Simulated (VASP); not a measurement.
Wanted: the native input for a VASP 6.6.1 run.

```
Task                   : single point
Functional             : PBE
Potentials or basis    : VASP PAW PBE potentials, release 64 (Mg, Cd, Te)
Cutoff                 : 520 eV
k mesh                 : 4 × 4 × 4
Occupations            : gaussian, width 0.1 eV
Spin                   : no spin polarisation
Dipole correction      : no
Further INCAR settings : ALGO = Normal; EDIFF = 1e-06; NBANDS = 41
```

The structure of MgCd3Te4 lies in POSCAR:

```
MgCd3Te4
1.0
   -3.0512633100      3.0512633100      6.1025266100
    3.0512633100     -3.0512633100      6.1025266100
    3.0512633100      3.0512633100     -6.1025266100
Mg Cd Te
1 3 4
Direct
    0.0000000000      0.0000000000      0.0000000000
    0.7500000000      0.2500000000      0.5000000000
    0.5000000000      0.5000000000      0.0000000000
    0.2500000000      0.7500000000      0.5000000000
    0.8750000000      0.3750000000      0.0000000000
    0.6250000000      0.6250000000      0.5000000000
    0.3750000000      0.8750000000      0.0000000000
    0.1250000000      0.1250000000      0.5000000000
```

These files were run (other wordings do the same):

INCAR

```
PREC = Accurate ; ENCUT = 520
EDIFF = 1E-6 ; ISMEAR = 0
SIGMA = 0.1 ; LREAL = F
LASPH = T ; NELM = 100
ALGO = Normal ; ISIF = 2
LWAVE = F ; LCHARG = F
GGA = PE ; NBANDS = 41
```

KPOINTS

```
regular mesh
0
Gamma
  4 4 4
```

Potentials or basis: VASP PAW PBE potentials, release 64 (Mg, Cd, Te).

Run with:

```sh
$ cat potpaw_PBE.64/Mg/POTCAR potpaw_PBE.64/Cd/POTCAR potpaw_PBE.64/Te/POTCAR > POTCAR
$ mpirun -np 1 vasp_std > vasp.out
```

Results of the run:

The pressure is 14.1 GPa. The largest force is 0.597 eV/Å. The band gap on the k mesh is 1.80 eV, direct.

Caveat: spin-orbit coupling is left out, which moves the levels of the heavy elements.

Run time: 2.9 min on 1 thread of Intel Xeon 6975P-C, with other jobs on the host, peak memory 0.48 GiB.
